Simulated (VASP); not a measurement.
# N in VASP: a series of runs

The runs below take N through single point, relaxation of cell and atoms, with PBE.

Everything below comes from runs of VASP 6.6.1. Logs are shortened: lines on timing, memory, paths and dates and some standing lists are left out, and cuts for length are marked.

**1. The cell of the first run**

The typed cell holds 4 atoms: a = 5.893 Å, b = 5.893 Å, c = 5.893 Å, α = 90.00°, β = 90.00°, γ = 90.00°.

**2. Single point, PBE, collinear spin, ferromagnetic start**

Contents of INCAR:

```
  PREC = Accurate
  ENCUT = 520
  EDIFF = 1E-6
  ISMEAR = 0
  SIGMA = 0.02
  LREAL = F
  LASPH = T
  NELM = 150
  ALGO = Normal
  ISIF = 2
  LWAVE = F
  LCHARG = F
  ISPIN = 2
  MAGMOM = 3.24 3.24 3.24 3.24
  LORBIT = 11
  GGA = PE
  NBANDS = 22
```

Contents of KPOINTS:

```
regular mesh
0
Gamma
  4 4 4
```

Contents of POSCAR:

```
N
1.0
    5.8932655369      0.0000000000      0.0000000000
    0.0000000000      5.8932655369      0.0000000000
    0.0000000000      0.0000000000      5.8932655369
N
4
Direct
    0.0000132689      0.0000132689      0.0000132689
    0.4999867311      0.9999867311      0.5000132689
    0.5000132689      0.4999867311      0.9999867311
    0.9999867311      0.5000132689      0.4999867311
```

Potentials or basis: VASP PAW PBE potentials, release 64 (N).

The run is started by

```console
cat potpaw_PBE.64/N/POTCAR > POTCAR
mpirun -np 1 vasp_std > vasp.out
```

OUTCAR:

```text
PREC = Accurate
   ENCUT = 520
   EDIFF = 1E-6
   ISMEAR = 0
   LREAL = F
   LASPH = T
   NELM = 150
   ISIF = 2
   ISPIN = 2
   LORBIT = 11
   GGA = PE

 ion  position               nearest neighbor table
   1  0.000  0.000  0.000-
   2  0.500  1.000  0.500-
   3  0.500  0.500  1.000-
   4  1.000  0.500  0.500-

  LATTYP: Found a simple cubic cell.
 ALAT       =     5.8932655369

  Lattice vectors:

 A1 = (   5.8932655369,   0.0000000000,   0.0000000000)
 A2 = (   0.0000000000,   5.8932655369,   0.0000000000)
 A3 = (   0.0000000000,   0.0000000000,   5.8932655369)

Analysis of symmetry for initial positions (statically):
=====================================================================
 Subroutine PRICEL returns:
 Original cell was already a primitive cell.

 Routine SETGRP: Setting up the symmetry group for a
 simple cubic supercell.

 Subroutine GETGRP returns: Found 12 space group operations
 (whereof  3 operations were pure point group operations)
 out of a pool of 48 trial point group operations.

The static configuration has the point symmetry C_3 .
 The point group associated with its full space group is T   .

Analysis of symmetry for dynamics (positions and initial velocities):
=====================================================================
 Subroutine PRICEL returns:
 Original cell was already a primitive cell.

 Routine SETGRP: Setting up the symmetry group for a
 simple cubic supercell.

 Subroutine GETGRP returns: Found 12 space group operations
 (whereof  3 operations were pure point group operations)
 out of a pool of 48 trial point group operations.

The dynamic configuration has the point symmetry C_3 .
 The point group associated with its full space group is T   .

Analysis of structural, dynamic, and magnetic symmetry:
=====================================================================
 Subroutine PRICEL returns:
 Original cell was already a primitive cell.

 Routine SETGRP: Setting up the symmetry group for a
 simple cubic supercell.

 Subroutine GETGRP returns: Found 12 space group operations
 (whereof  3 operations were pure point group operations)
 out of a pool of 48 trial point group operations.

The overall configuration has the point symmetry C_3 .
[... 113 lines left out ...]
  Thomas-Fermi vector in A             =   1.851619
   LORBIT       =     11    0 simple, 1 ext, 2 COOP (PROOUT), +10 PAW based schemes
   GGA     = PE    functional components
   LHFCALC =     F    Hartree Fock is set to
   AEXX    =    0.0000 exact exchange contribution
   IVDW    =     0    specifies the selected vdW correction
   LEPSILON=     F    determine dielectric tensor
   LRPA    =     F    only Hartree local field effects (RPA)
 spin polarized calculation
 Gauss-broadening in eV      SIGMA  =   0.02
  energy-cutoff  :      520.00
  volume of cell :      204.68
 maximum number of plane-waves:      5552
 NGX is ok and might be reduce to    48
   NGX = 21   NGY = 21   NGZ = 21

 number of electron      20.0000000 magnetization      11.9999515

 Free energy of the ion-electron system (eV)
  ---------------------------------------------------
  ext. energy  EPLUGINS =         0.00000000
  ---------------------------------------------------
  free energy    TOTEN  =       -12.52589997 eV

  energy without entropy =      -12.52589997  energy(sigma->0) =      -12.52589997

 E-fermi :  -6.3142     XC(G=0):  -4.4031

 val. band max:       -6.4545901427   @ k =   0.0000   0.0000   0.0000
 cond. band min:      -3.1624281929   @ k =   0.5000   0.5000   0.5000
 fundamental gap:      3.2921619499
 Fermi energy:        -6.3142151474

 spin component 1

 k-point     1 :       0.0000    0.0000    0.0000
  band No.  band energies     occupation
      1     -18.3254      1.00000
      2     -18.2193      1.00000
      3     -18.2193      1.00000
      4     -18.2193      1.00000
      5      -6.9255      1.00000
      6      -6.9255      1.00000
[... 264 lines left out ...]
     21       3.6656      0.00000
     22       3.6656      0.00000
 Fermi energy:        -6.3142151474

 spin component 2

 k-point     1 :       0.0000    0.0000    0.0000
  band No.  band energies     occupation
      1     -13.8125      1.00000
      2     -13.6200      1.00000
      3     -13.6200      1.00000
      4     -13.6200      1.00000
      5      -3.0261      0.00000
      6      -3.0261      0.00000
[... 264 lines left out ...]
     21       5.1794      0.00000
     22       5.1794      0.00000

------------------------ aborting loop because EDIFF is reached ----------------------------------------

  FORCE on cell =-STRESS in cart. coord.  units (eV):
  Direction    XX          YY          ZZ          XY          YZ          ZX
  --------------------------------------------------------------------------------------
  -------------------------------------------------------------------------------------
  Total       -0.0008101     -0.0008101     -0.0008101     -0.0000000     -0.0000000      0.0000000
  in kB       -0.0063415     -0.0063415     -0.0063415     -0.0000000     -0.0000000      0.0000000
  external PRESSURE =      -0.0063415 kB  Pullay stress =       0.0000000 kB

 VOLUME and BASIS-vectors are now :
 -----------------------------------------------------------------------------
  energy-cutoff  :      520.00
  volume of cell :      204.68
      direct lattice vectors                 reciprocal lattice vectors
     5.893265537  0.000000000  0.000000000     0.169685210  0.000000000  0.000000000
     0.000000000  5.893265537  0.000000000     0.000000000  0.169685210  0.000000000
     0.000000000  0.000000000  5.893265537     0.000000000  0.000000000  0.169685210

 POSITION                                       TOTAL-FORCE (eV/Angst)
 -----------------------------------------------------------------------------------
      0.00008      0.00008      0.00008        -0.000002     -0.000002     -0.000002
      2.94655      5.89319      2.94671         0.000002      0.000002     -0.000002
      2.94671      2.94655      5.89319        -0.000002      0.000002      0.000002
      5.89319      2.94671      2.94655         0.000002     -0.000002      0.000002
 -----------------------------------------------------------------------------------
    total drift:                                0.000000      0.000000      0.000000

  FREE ENERGIE OF THE ION-ELECTRON SYSTEM (eV)
  ---------------------------------------------------
  free  energy   TOTEN  =       -12.5258999705 eV

  energy  without entropy=      -12.5258999705  energy(sigma->0) =      -12.52589997

 total charge

# of ion       s       p       d       tot
------------------------------------------
    1        1.363   1.908   0.000   3.272
    2        1.363   1.908   0.000   3.272
    3        1.363   1.908   0.000   3.272
    4        1.363   1.908   0.000   3.272
--------------------------------------------------
tot          5.454   7.634   0.000  13.087

 magnetization (x)

# of ion       s       p       d       tot
------------------------------------------
    1        0.040   1.908   0.000   1.948
    2        0.040   1.908   0.000   1.948
    3        0.040   1.908   0.000   1.948
    4        0.040   1.908   0.000   1.948
--------------------------------------------------
tot          0.159   7.634   0.000   7.793
```

OSZICAR:

```text
N       E                     dE             d eps       ncg     rms          rms(c)
DAV:   1     0.107252584820E+03    0.10725E+03   -0.72889E+03   968   0.690E+02
DAV:   2     0.360261355049E+01   -0.10365E+03   -0.89060E+02  1472   0.136E+02
DAV:   3    -0.120123801322E+02   -0.15615E+02   -0.15523E+02  1148   0.537E+01
DAV:   4    -0.122889100310E+02   -0.27653E+00   -0.27638E+00  1094   0.883E+00
DAV:   5    -0.122929602862E+02   -0.40503E-02   -0.40496E-02  1176   0.928E-01    0.301E+00
DAV:   6    -0.123181154470E+02   -0.25155E-01   -0.29313E-01   996   0.268E+00    0.127E+00
DAV:   7    -0.124974029496E+02   -0.17929E+00   -0.11305E-01   976   0.218E+00    0.461E-01
DAV:   8    -0.125254973611E+02   -0.28094E-01   -0.10106E-02   984   0.614E-01    0.178E-01
DAV:   9    -0.125257289366E+02   -0.23158E-03   -0.10795E-03  1004   0.241E-01    0.109E-01
DAV:  10    -0.125257436875E+02   -0.14751E-04   -0.87001E-04   968   0.199E-01    0.302E-02
DAV:  11    -0.125259036238E+02   -0.15994E-03   -0.18965E-04   968   0.745E-02    0.135E-02
DAV:  12    -0.125258996202E+02    0.40035E-05   -0.97323E-06  1202   0.165E-02    0.565E-03
DAV:  13    -0.125258999705E+02   -0.35024E-06   -0.32159E-06   950   0.146E-02
   1 F= -.12525900E+02 E0= -.12525900E+02  d E =-.106761E-24  mag=    11.9999
```

Run time: 2.7 min. Hardware: 1 thread of Oxide Virtual Turin-like, shared host; peak memory 0.37 GiB.

Results:

```yaml
Free_energy: -12.5259 eV
Pressure: 0.0 GPa
Band_gap_on_the_k_mesh: 3.29 eV
Net_moment: 12.00 μB per cell
Site_moments: N +1.95 μB
Valence_electrons_inside_the_program's_atomic_spheres: N 3.27
```

Levels at points of the mesh, in eV from the valence-band top:
Spin up:
```tsv
k point	band 13	band 14	band 15	band 16	band 17	band 18	band 19	band 20
(0.00, 0.00, 0.00)	-0.16	0.00	0.00	0.00	6.84	10.48	10.48	10.48
(0.50, 0.00, 0.00)	-0.08	-0.08	-0.08	-0.08	8.10	8.10	11.04	11.04
(0.50, 0.50, 0.00)	-0.06	-0.06	-0.06	-0.06	9.16	9.16	9.16	9.16
(0.50, 0.50, 0.50)	-0.06	-0.06	-0.06	-0.06	10.04	10.04	10.04	10.04
```
Spin down:
| k point | band 2 | band 3 | band 4 | band 5 | band 6 | band 7 |
| --- | --- | --- | --- | --- | --- | --- |
| (0.00, 0.00, 0.00) | -7.17 | -7.17 | -7.17 | 3.43 | 3.43 | 3.43 |
| (0.50, 0.00, 0.00) | -7.26 | -7.16 | -7.16 | 3.73 | 3.73 | 3.73 |
| (0.50, 0.50, 0.00) | -7.21 | -7.21 | -7.21 | 3.57 | 3.57 | 3.57 |
| (0.50, 0.50, 0.50) | -7.21 | -7.21 | -7.21 | 3.29 | 3.29 | 3.29 |

**3. Relaxation of cell and atoms, PBE, collinear spin, ferromagnetic start**

Contents of INCAR:

```
ALGO = Normal
EDIFF = 1E-6
EDIFFG = -0.005
ENCUT = 600
GGA = PE
IBRION = 2
ISIF = 3
ISMEAR = 0
ISPIN = 2
LASPH = T
LCHARG = F
LORBIT = 11
LREAL = F
LWAVE = F
MAGMOM = 3.24 3.24 3.24 3.24
NELM = 150
NSW = 100
PREC = Accurate
SIGMA = 0.02
```

Contents of KPOINTS:

```
k-points
0
Gamma
  4 4 4
```

POSCAR is that of step 2.

Potentials or basis: VASP PAW PBE potentials, release 64 (N).

The run is started by

```console
cat potpaw_PBE.64/N/POTCAR > POTCAR
mpirun -np 1 vasp_std > vasp.out
```

Wall time 2.4 min (1 thread of Oxide Virtual Turin-like, shared host); peak memory 0.38 GiB.

It converged, with:

```yaml
Free_energy: -12.5280 eV
Pressure_after_relaxing: 0.0 GPa
Band_gap_on_the_k_mesh: 3.29 eV
Net_moment: 12.00 μB per cell
Site_moments: N +1.95 μB
Valence_electrons_inside_the_program's_atomic_spheres: N 3.27
```

Final structure:
```
N
1.0
     5.89327    0.00000    0.00000
     0.00000    5.89327    0.00000
     0.00000    0.00000    5.89327
N
4
Cartesian
  0.0001 0.0001 0.0001
  2.9466 5.8932 2.9467
  2.9467 2.9466 5.8932
  5.8932 2.9467 2.9466
```

Levels at points of the mesh, in eV from the valence-band top:
Spin up:
```csv
k point,band 12,band 13,band 14,band 15,band 16,band 17,band 18,band 19,band 20
"(0.00, 0.00, 0.00)",-0.16,-0.16,0.00,0.00,0.00,6.84,10.48,10.48,10.48
"(0.50, 0.00, 0.00)",-0.18,-0.08,-0.08,-0.08,-0.08,8.10,8.10,11.04,11.04
"(0.50, 0.50, 0.00)",-0.20,-0.06,-0.06,-0.06,-0.06,9.16,9.16,9.16,9.16
"(0.50, 0.50, 0.50)",-0.05,-0.05,-0.05,-0.05,-0.05,10.04,10.04,10.04,10.04
```
Spin down:
| k point | band 2 | band 3 | band 4 | band 5 | band 6 | band 7 |
| --- | --- | --- | --- | --- | --- | --- |
| (0.00, 0.00, 0.00) | -7.17 | -7.17 | -7.17 | 3.43 | 3.43 | 3.43 |
| (0.50, 0.00, 0.00) | -7.26 | -7.17 | -7.17 | 3.73 | 3.73 | 3.73 |
| (0.50, 0.50, 0.00) | -7.21 | -7.21 | -7.21 | 3.57 | 3.57 | 3.57 |
| (0.50, 0.50, 0.50) | -7.21 | -7.21 | -7.21 | 3.29 | 3.29 | 3.29 |

Caveat: the relaxation stopped at its first step, so nothing moved. A k mesh can miss the band edges.
